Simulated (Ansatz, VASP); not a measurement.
# PbS: VASP beside Ansatz

```
Pb S
1.0
     0.00000    2.92493    2.92493
     2.92493    0.00000    2.92493
     2.92493    2.92493    0.00000
Pb S
1 1
Direct
  0.00000 0.00000 0.00000
  0.50000 0.50000 0.50000
```

Change from the starting cell: functional lda, volume scaled by 0.96, PAW files.

Alike in both runs: task electric field gradients; functional LDA; k mesh 8 × 8 × 8; occupations fermi-dirac, width 0.01 eV; no spin polarisation.

|  | VASP | Ansatz |
| --- | --- | --- |
| version | VASP 6.6.1 | Ansatz 0.2.0 |
| potentials or method | VASP PAW LDA potentials, release 64 (Pb_d, S) | PAW with Ansatz's default frozen-core files, scalar-relativistic |
| plane-wave cutoff (eV) | 400 | 420 |
| valence electrons in the cell | 20 | 20 |

```csv
,VASP,Ansatz,Ansatz less VASP
pressure (GPa),-0.1,-0.1,-0.05
```

LDA's correlation is that of Perdew and Zunger in VASP and of Perdew and Wang (1992) in Ansatz.

Spin-orbit coupling is off throughout.
